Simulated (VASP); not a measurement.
Input of a VASP 6.6.1 run:

File INCAR:

```
SYSTEM = TiSi2
ALGO = Normal
EDIFF = 1E-7
ENCUT = 520
GGA = PE
ISIF = 2
ISMEAR = 0
LASPH = .TRUE.
LCHARG = .FALSE.
LREAL = .FALSE.
LWAVE = .FALSE.
NBANDS = 29
NELM = 80
PREC = Accurate
SIGMA = 0.1
```

Contents of KPOINTS:

```
k-points
0
G
  12 12 12
  0 0 0
```

File POSCAR:

```
TiSi2
1.0
    1.6150935383     -5.7971703390      0.0000000000
    1.6150935383      5.7971703390      0.0000000000
    0.0000000000      0.0000000000      3.2562166710
Ti Si
2 4
Direct
    0.9024294836      0.0975705164      0.7500000000
    0.0975705164      0.9024294836      0.2500000000
    0.5681849672      0.4318150328      0.7500000000
    0.4318150328      0.5681849672      0.2500000000
    0.2495524278      0.7504475722      0.7500000000
    0.7504475722      0.2495524278      0.2500000000
```

Potentials or basis: VASP PAW PBE potentials, release 64 (Ti_sv, Si).

The run is started by

```console
$ cat potpaw_PBE.64/Ti_sv/POTCAR potpaw_PBE.64/Si/POTCAR > POTCAR
$ mpirun -np 1 vasp_std > vasp.out
```

Q: Estimate the pressure.

A: 89.7 GPa.

Q: Predict the band gap on the k mesh.

A: Zero (band 20 reaches 15.75 eV, above the bottom of band 21 at 14.89 eV).

Q: Predict the largest force.

A: 0.010 eV/Å.

Stress tensor (GPa, compression positive):
```
89.71  0.00  0.00
 0.00 89.60  0.00
 0.00  0.00 89.74
```
